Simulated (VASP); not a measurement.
Here is a VASP 6.6.1 calculation.

The input INCAR:

```
SYSTEM = Mg3ZrN2
PREC = Accurate ; ENCUT = 520
EDIFF = 1E-6 ; ISMEAR = 0
SIGMA = 0.1 ; LREAL = .FALSE.
LASPH = .TRUE. ; NELM = 100
ALGO = Normal ; ISIF = 2
LWAVE = .FALSE. ; LCHARG = .TRUE.
GGA = PE ; LELF = .TRUE.
LVHAR = .TRUE. ; NBANDS = 23
```

File KPOINTS:

```
Automatic mesh
0
G
  4 4 4
  0 0 0
```

The input POSCAR:

```
Mg3ZrN2
1.0
   -2.6501508000      2.6501508000      3.6746403900
    2.6501508000     -2.6501508000      3.6746403900
    2.6501508000      2.6501508000     -3.6746403900
Mg Zr N
3 1 2
Direct
    0.7500000000      0.2500000000      0.5000000000
    0.2500000000      0.7500000000      0.5000000000
    0.5000000000      0.5000000000      0.0000000000
    0.0000000000      0.0000000000      0.0000000000
    0.5000000000      0.0000000000      0.5000000000
    0.0000000000      0.5000000000      0.5000000000
```

Potentials or basis: VASP PAW PBE potentials, release 64 (Mg, Zr_sv, N).

Command:

```sh
$ cat potpaw_PBE.64/Mg/POTCAR potpaw_PBE.64/Zr_sv/POTCAR potpaw_PBE.64/N/POTCAR > POTCAR
$ mpirun -np 1 vasp_std > vasp.out
```

(1) Estimate the pressure.

(2) What does it give for the band gap on the k mesh?

## Answers

(1) -1.2 GPa.

(2) zero (band 14 reaches 5.01 eV, above the bottom of band 15 at 3.42 eV).

Caveat: the k points lie up to 0.42 Å⁻¹ apart.
